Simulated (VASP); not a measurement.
Write the native input for VASP 6.6.1 that does the following.

- Task: dielectric tensor
- Functional: PBE
- Potentials or basis: VASP PAW PBE potentials, release 64 (Ga_d, N)
- Cutoff: 520 eV
- k mesh: 8 × 8 × 8
- Occupations: gaussian, width 0.01 eV
- Spin: no spin polarisation
- Dipole correction: no
- Further INCAR settings: ALGO = Normal; EDIFF = 1e-08

The structure of GaN lies in POSCAR:

```
GaN
1.0
    0.0000000000      2.2535010000      2.2535010000
    2.2535010000      0.0000000000      2.2535010000
    2.2535010000      2.2535010000      0.0000000000
Ga N
1 1
Direct
    0.0000000000      0.0000000000      0.0000000000
    0.7500000000      0.7500000000      0.7500000000
```

These files were run (other wordings do the same):

INCAR

```
PREC     = Accurate       # precision mode
ENCUT    = 520            # plane-wave cutoff, eV
EDIFF    = 1E-8           # SCF threshold, eV
ISMEAR   = 0              # smearing method
SIGMA    = 0.01           # smearing width, eV
LREAL    = F              # projectors in reciprocal space
LASPH    = T              # aspherical terms in the spheres
NELM     = 100            # most SCF steps
ALGO     = Normal         # electronic algorithm
ISIF     = 2              # what is computed and relaxed
LWAVE    = F              # write WAVECAR
LCHARG   = F              # write CHGCAR
GGA      = PE             # functional
LEPSILON = T              # dielectric tensor by DFPT
```

KPOINTS

```
regular mesh
0
Gamma
  8 8 8
```

Potentials or basis: VASP PAW PBE potentials, release 64 (Ga_d, N).

Launch:

```console
$ cat potpaw_PBE.64/Ga_d/POTCAR potpaw_PBE.64/N/POTCAR > POTCAR
$ mpirun -np 1 vasp_std > vasp.out
```

It gave:

The band gap on the k mesh is 1.72 eV, direct. The electronic dielectric tensor (diagonal) is 6.19 and the born charges (mean of the diagonal) is Ga +2.68; N -2.68 e.

Run time: 3.7 min on 1 thread of AMD EPYC 7R43 64-Core Processor (Zen 3), on a shared host, peak memory 0.16 GiB.
